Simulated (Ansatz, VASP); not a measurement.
## Two plane-wave programs on NiO2

```
Ni O
1.0
     2.93828    0.00000    0.00000
    -1.46914    2.54463    0.00000
     0.00000    0.00000    9.72965
Ni O
2 4
Direct
  0.00000 0.00000 0.00000
  0.00000 0.00000 0.50000
  0.66667 0.33333 0.08609
  0.66667 0.33333 0.41391
  0.33333 0.66667 0.91391
  0.33333 0.66667 0.58609
```

Alike in both runs: task single point; functional PBEsol; k mesh 12 × 12 × 4; occupations gaussian, width 0.05 eV; no spin polarisation.

```csv
,VASP,Ansatz
version,VASP 6.6.1,Ansatz 0.2.0
potentials or method,"VASP PAW PBE potentials, release 64 (Ni, O), cutoff 520 eV","scalar-relativistic, plane waves, PAW"
valence electrons in the cell,44,60
```

```csv
,VASP,Ansatz,Ansatz less VASP
gap on the k mesh at the Fermi level (eV),0.72,0.73,+0.015
least direct gap on the mesh (eV),0.98,1.02,+0.042
pressure (GPa),-8.1,-8.6,-0.52
"traceless stress, the component that is largest in VASP (GPa)",11.57,12.11,+0.543
rms of the force components (eV/Å),0.210,0.195,-0.0151
```

VASP's potentials were made for PBE, not for PBEsol. Atom by atom the forces differ by 0.015 eV/Å (rms over components). VASP's potentials hold 44 valence electrons a cell and Ansatz's 60, so a difference there can come from the potentials and not from the codes.
